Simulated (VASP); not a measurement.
# N (Fm-3m) in VASP: single point with r2SCAN

Aim: the single point of N with r2SCAN.

Program: VASP 6.6.1. These are calculated values, not measurements. Logs are shortened: lines on timing, memory, paths and dates and some standing lists are left out, and cuts for length are marked.

### 1 The cell of the first run

It takes space group Fm-3m (No. 225, cubic). The conventional cell has a = 3.110 Å, b = 3.110 Å, c = 3.110 Å, α = 90.00°, β = 90.00°, γ = 90.00°. N (site symmetry m-3m) has 12 N at 2.20 Å within 2.9 Å.

### 2 Single point, r2SCAN

Input file POSCAR:

```
N
1.0
    0.0000000000      1.5549046666      1.5549046666
    1.5549046666      0.0000000000      1.5549046666
    1.5549046666      1.5549046666      0.0000000000
N
1
Direct
    0.0000000000      0.0000000000      0.0000000000
```

Input file INCAR.step1:

```
PREC = Accurate
ENCUT = 520
ISMEAR = 0
SIGMA = 0.1
LREAL = F
LASPH = T
NELM = 60
NBANDS = 8
GGA = PE
ALGO = Normal
EDIFF = 1E-4
LWAVE = T
LCHARG = F
```

Input file INCAR.step2:

```
PREC = Accurate
ENCUT = 520
EDIFF = 1E-7
ISMEAR = 0
SIGMA = 0.1
LREAL = F
LASPH = T
NELM = 60
ALGO = Normal
ISIF = 2
LWAVE = F
LCHARG = T
METAGGA = R2SCAN
LMIXTAU = T
LELF = T
LVHAR = T
NBANDS = 8
ISTART = 1
```

Input file KPOINTS:

```
regular mesh
0
Gamma
  30 30 30
```

Potentials or basis: VASP PAW PBE potentials, release 64 (N).

The run is started by

```console
$ cat potpaw_PBE.64/N/POTCAR > POTCAR
$ cp INCAR.step1 INCAR
$ mpirun -np 1 vasp_std > vasp.out
$ cp INCAR.step2 INCAR
$ mpirun -np 1 vasp_std > vasp.out
```

OUTCAR:

```text
PREC = Accurate
   ENCUT = 520
   EDIFF = 1E-7
   ISMEAR = 0
   LREAL = F
   LASPH = T
   NELM = 60
   ISIF = 2
   METAGGA = R2SCAN
   ISTART = 1

 ion  position               nearest neighbor table
   1  0.000  0.000  0.000-

  LATTYP: Found a face centered cubic cell.
 ALAT       =     3.1098093332

  Lattice vectors:

 A1 = (   0.0000000000,   1.5549046666,   1.5549046666)
 A2 = (   1.5549046666,   0.0000000000,   1.5549046666)
 A3 = (   1.5549046666,   1.5549046666,   0.0000000000)

Analysis of symmetry for initial positions (statically):
=====================================================================
 Subroutine PRICEL returns:
 Original cell was already a primitive cell.

 Routine SETGRP: Setting up the symmetry group for a
 face centered cubic supercell.

 Subroutine GETGRP returns: Found 48 space group operations
 (whereof 48 operations were pure point group operations)
 out of a pool of 48 trial point group operations.

The static configuration has the point symmetry O_h .

Analysis of symmetry for dynamics (positions and initial velocities):
=====================================================================
 Subroutine PRICEL returns:
 Original cell was already a primitive cell.

 Routine SETGRP: Setting up the symmetry group for a
 face centered cubic supercell.

 Subroutine GETGRP returns: Found 48 space group operations
 (whereof 48 operations were pure point group operations)
 out of a pool of 48 trial point group operations.

The dynamic configuration has the point symmetry O_h .

 Subroutine INISYM returns: Found 48 space group operations
 (whereof 48 operations are pure point group operations),
 and found     1 'primitive' translations

----------------------------------------------------------------------------------------

                                     Primitive cell

  volume of cell :       7.5187

  direct lattice vectors                    reciprocal lattice vectors
     0.000000000  1.554904667  1.554904667    -0.321563123  0.321563123  0.321563123
     1.554904667  0.000000000  1.554904667     0.321563123 -0.321563123  0.321563123
     1.554904667  1.554904667  0.000000000     0.321563123  0.321563123 -0.321563123

  length of vectors
     2.198967268  2.198967268  2.198967268     0.556963666  0.556963666  0.556963666

  position of ions in fractional coordinates (direct lattice)
     0.000000000  0.000000000  0.000000000

  ion indices of the primitive-cell ions
   primitive index   ion index
                 1           1

----------------------------------------------------------------------------------------

 KPOINTS: regular mesh

Automatic generation of k-mesh.
 Grid dimensions read from file:
 generate k-points for:   30   30   30

 Generating k-lattice:

  Cartesian coordinates                     Fractional coordinates (reciprocal lattice)
    -0.010718771  0.010718771  0.010718771     0.033333333  0.000000000  0.000000000
     0.010718771 -0.010718771  0.010718771     0.000000000  0.033333333  0.000000000
     0.010718771  0.010718771 -0.010718771     0.000000000  0.000000000  0.033333333

  Length of vectors
     0.018565456  0.018565456  0.018565456

  Shift w.r.t. Gamma in fractional coordinates (k-lattice)
     0.000000000  0.000000000  0.000000000

 Subroutine IBZKPT returns following result:
 ===========================================

 Found    752 irreducible k-points:

 Following reciprocal coordinates:
            Coordinates               Weight
  0.000000  0.000000  0.000000      1.000000
  0.033333  0.000000  0.000000      8.000000
  0.066667  0.000000  0.000000      8.000000
  0.100000  0.000000  0.000000      8.000000
  0.133333  0.000000  0.000000      8.000000
  0.166667  0.000000  0.000000      8.000000
[... 16 lines left out ...]
  0.233333  0.033333  0.000000     24.000000
  0.266667  0.033333  0.000000     24.000000
 [... further k-points ...]
   k-points           NKPTS =    752   k-points in BZ     NKDIM =    752   number of bands    NBANDS=      8
   number of dos      NEDOS =    301   number of ions     NIONS =      1
   total plane-waves  NPLWV =   4096
   dimension x,y,z NGX =    16 NGY =   16 NGZ =   16
   dimension x,y,z NGXF=    32 NGYF=   32 NGZF=   32
   ions per type =               1
   NGX,Y,Z   is equivalent  to a cutoff of  12.10, 12.10, 12.10 a.u.
   NGXF,Y,Z  is equivalent  to a cutoff of  24.19, 24.19, 24.19 a.u.
 SYSTEM =  unknown system
   PREC   = accura    normal or accurate (medium, high low for compatibility)
   ISTART =      1    job   : 0-new  1-cont  2-samecut
   ICHARG =      0    charge: 1-file 2-atom 10-const
   ISPIN  =      1    spin polarized calculation?
   LNONCOLLINEAR =      F non collinear calculations
   LSORBIT =      F    spin-orbit coupling
   LASPH  =      T    aspherical Exc in radial PAW
   ENCUT  =  520.0 eV  38.22 Ry    6.18 a.u.   4.09  4.09  4.09*2*pi/ulx,y,z
   NELM   =     60;   NELMIN=  2; NELMDL=  0     # of ELM steps
   EDIFF  = 0.1E-06   stopping-criterion for ELM
   LREAL  =      F    real-space projection
   EDIFFG = 0.1E-05   stopping-criterion for IOM
   NSW    =      0    number of steps for IOM
   IBRION =     -1    ionic relax: 0-MD 1-quasi-New 2-CG
   NFREE  =      0    steps in history (QN), initial steepest desc. (CG)
   ISIF   =      2    stress and relaxation
   ISYM   =      2    0-nonsym 1-usesym 2-fastsym
   POTIM  = 0.5000    time-step for ionic-motion
   TEBEG  =    0.0;   TEEND  =   0.0 temperature during run
   PSTRESS=    0.0 pullay stress
   NELECT =       5.0000    total number of electrons
   NUPDOWN=      -1.0000    fix difference up-down
   EMIN   =  10.00;   EMAX   =-10.00  energy-range for DOS
   EFERMI =   0.00;   METHOD = LEGACY
   ISMEAR =     0;   SIGMA  =   0.10  broadening in eV -4-tet -1-fermi 0-gaus
   EFERMI_NEDOS =   21; number of points for ismear=-14 and -15
   IALGO  =     38    algorithm
   IMIX   =      4    mixing-type and parameters
     AMIX     =   0.40;   BMIX     =  1.00
     AMIX_MAG =   1.60;   BMIX_MAG =  1.00
  volume/ion in A,a.u.               =       7.52        50.74
  Fermi-wavevector in a.u.,A,eV,Ry     =   1.428952  2.700328 27.781800  2.041905
  Thomas-Fermi vector in A             =   2.548958
   LORBIT       =      0    0 simple, 1 ext, 2 COOP (PROOUT), +10 PAW based schemes
   METAGGA = R2SCAN    functional components
   LHFCALC =     F    Hartree Fock is set to
   AEXX    =    0.0000 exact exchange contribution
   IVDW    =     0    specifies the selected vdW correction
   LEPSILON=     F    determine dielectric tensor
   LRPA    =     F    only Hartree local field effects (RPA)
 non-spin polarized calculation
 Gauss-broadening in eV      SIGMA  =   0.10
  energy-cutoff  :      520.00
  volume of cell :        7.52
 maximum number of plane-waves:       212
   NGX =  9   NGY =  9   NGZ =  9

 number of electron       4.9999999 magnetization

 Free energy of the ion-electron system (eV)
  ---------------------------------------------------
  ext. energy  EPLUGINS =         0.00000000
  ---------------------------------------------------
  free energy    TOTEN  =        -4.37099522 eV

  energy without entropy =       -4.36800368  energy(sigma->0) =       -4.36949945

 E-fermi :   5.3610     XC(G=0): -13.4780

 val. band max:        5.3583113165   @ k =  -0.4667   0.4000   0.1000
 cond. band min:       5.3611037767   @ k =  -0.4667   0.5000   0.0333
 fundamental gap:      0.0027924603
 Fermi energy:         5.3610395650

 k-point     1 :       0.0000    0.0000    0.0000
  band No.  band energies     occupation
      1     -15.9046      2.00000
      2       9.6523      0.00000
      3       9.6523      0.00000
      4       9.6523      0.00000
      5      30.3370      0.00000
      6      38.5400      0.00000
      7      38.5400      0.00000
      8      38.5400      0.00000

 k-point     2 :       0.0333    0.0000    0.0000
  band No.  band energies     occupation
      1     -15.8625      2.00000
      2       9.5350      0.00000
      3       9.6364      0.00000
      4       9.6364      0.00000
      5      30.3789      0.00000
      6      38.0462      0.00000
      7      38.5968      0.00000
      8      38.5968      0.00000

 k-point     3 :       0.0667    0.0000    0.0000
  band No.  band energies     occupation
      1     -15.7363      2.00000
      2       9.1882      0.00000
      3       9.5897      0.00000
      4       9.5897      0.00000
      5      30.4985      0.00000
      6      36.9833      0.00000
      7      38.7561      0.00000
      8      38.7561      0.00000

 k-point     4 :       0.1000    0.0000    0.0000
  band No.  band energies     occupation
      1     -15.5268      2.00000
      2       8.6266      0.00000
      3       9.5150      0.00000
      4       9.5150      0.00000
      5      30.6757      0.00000
      6      35.8233      0.00000
      7      38.9811      0.00000
      8      38.9811      0.00000

 k-point     5 :       0.1333    0.0000    0.0000
  band No.  band energies     occupation
      1     -15.2350      2.00000
      2       7.8733      0.00000
      3       9.4166      0.00000
      4       9.4166      0.00000
      5      30.8724      0.00000
      6      34.7662      0.00000
      7      39.2012      0.00000
      8      39.2012      0.00000

 k-point     6 :       0.1667    0.0000    0.0000
  band No.  band energies     occupation
      1     -14.8621      2.00000
      2       6.9591      0.00000
      3       9.3007      0.00000
      4       9.3007      0.00000
      5      31.0197      0.00000
      6      33.9203      0.00000
      7      39.3109      0.00000
      8      39.3109      0.00000

 k-point     7 :       0.2000    0.0000    0.0000
  band No.  band energies     occupation
      1     -14.4106      2.00000
      2       5.9151      0.00000
      3       9.1733      0.00000
      4       9.1733      0.00000
      5      31.0048      0.00000
      6      33.3925      0.00000
      7      39.2098      0.00000
      8      39.2098      0.00000
[... 133 lines left out ...]
 k-point    20 :       0.1333    0.0333    0.0000
  band No.  band energies     occupation
      1     -15.3041      2.00000
      2       8.1296      0.00000
      3       9.3112      0.00000
      4       9.4862      0.00000
      5      30.8290      0.00000
      6      34.9256      0.00000
      7      39.1372      0.00000
      8      39.2027      0.00000

 k-point    21 :       0.1667    0.0333    0.0000
  band No.  band energies     occupation
      1     -14.9583      2.00000
      2       7.2722      0.00000
      3       9.1803      0.00000
      4       9.3933      0.00000
      5      30.9990      0.00000
      6      34.0384      0.00000
      7      39.2259      0.00000
      8      39.3533      0.00000

 k-point    22 :       0.2000    0.0333    0.0000
  band No.  band energies     occupation
      1     -14.5330      2.00000
      2       6.2749      0.00000
      3       9.0423      0.00000
      4       9.2793      0.00000
      5      31.0506      0.00000
      6      33.4175      0.00000
      7      39.0855      0.00000
      8      39.3391      0.00000

 k-point    23 :       0.2333    0.0333    0.0000
  band No.  band energies     occupation
      1     -14.0312      2.00000
      2       5.1695      1.99324
      3       8.9034      0.00000
      4       9.1504      0.00000
      5      30.8796      0.00000
      6      33.1495      0.00000
      7      38.7053      0.00000
      8      39.1169      0.00000

 k-point    24 :       0.2667    0.0333    0.0000
  band No.  band energies     occupation
      1     -13.4571      2.00000
      2       3.9890      2.00000
      3       8.7703      0.00000
      4       9.0135      0.00000
      5      30.5276      0.00000
      6      33.1617      0.00000
      7      38.1956      0.00000
      8      38.7217      0.00000

 [... further k-points ...]

------------------------ aborting loop because EDIFF is reached ----------------------------------------

  FORCE on cell =-STRESS in cart. coord.  units (eV):
  Direction    XX          YY          ZZ          XY          YZ          ZX
  --------------------------------------------------------------------------------------
  -------------------------------------------------------------------------------------
  Total       -0.0044429     -0.0044429     -0.0044429      0.0000000     -0.0000000     -0.0000000
  in kB       -0.9467560     -0.9467560     -0.9467560      0.0000000     -0.0000000     -0.0000000
  external PRESSURE =      -0.9467560 kB  Pullay stress =       0.0000000 kB

 VOLUME and BASIS-vectors are now :
 -----------------------------------------------------------------------------
  energy-cutoff  :      520.00
  volume of cell :        7.52
      direct lattice vectors                 reciprocal lattice vectors
     0.000000000  1.554904667  1.554904667    -0.321563123  0.321563123  0.321563123
     1.554904667  0.000000000  1.554904667     0.321563123 -0.321563123  0.321563123
     1.554904667  1.554904667  0.000000000     0.321563123  0.321563123 -0.321563123

 POSITION                                       TOTAL-FORCE (eV/Angst)
 -----------------------------------------------------------------------------------
      0.00000      0.00000      0.00000         0.000000      0.000000      0.000000
 -----------------------------------------------------------------------------------
    total drift:                               -0.000000      0.000000     -0.000000

  FREE ENERGIE OF THE ION-ELECTRON SYSTEM (eV)
  ---------------------------------------------------
  free  energy   TOTEN  =        -4.3709952169 eV

  energy  without entropy=       -4.3680036763  energy(sigma->0) =       -4.36949945
```

Wall time 33 s (1 thread of Intel Xeon 6975P-C (Granite Rapids), shared host); peak memory 0.14 GiB.

Results:

```yaml
Free_energy: -4.3710 eV
Pressure: -0.1 GPa
Band_gap_on_the_k_mesh: zero (an odd number of electrons rules out a gap without spin polarisation)
```

Caveat: the PAW data sets were made with another functional, which shifts forces and pressure a little; an odd number of electrons without spin polarisation forces a metal; a magnetic or distorted state may lie lower.
